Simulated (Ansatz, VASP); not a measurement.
K in VASP and in Ansatz

```xyz
2
Lattice="4.1502 0.0000 0.0000 -2.0751 3.5942 0.0000 0.0000 0.0000 6.7233" Properties=species:S:1:pos:R:3 pbc="T T T"
K     0.0000    2.3961    1.6808
K     2.0751    1.1981    5.0425
```

Change from the starting cell: volume scaled by 0.68, LAPW.

Alike in both runs: task single point; functional PBE; k mesh 10 × 10 × 6; occupations fermi-dirac, width 0.08 eV; no spin polarisation.

|  | VASP | Ansatz |
| --- | --- | --- |
| version | VASP 6.6.1 | Ansatz 0.2.0 |
| potentials or method | VASP PAW PBE potentials, release 64 (K_sv), cutoff 520 eV | all-electron LAPW, scalar-relativistic |

```tsv
	VASP	Ansatz	Ansatz less VASP
pressure (GPa)	2.9	2.9	+0.01
```

Ansatz ran all-electron here, and VASP with PAW potentials.
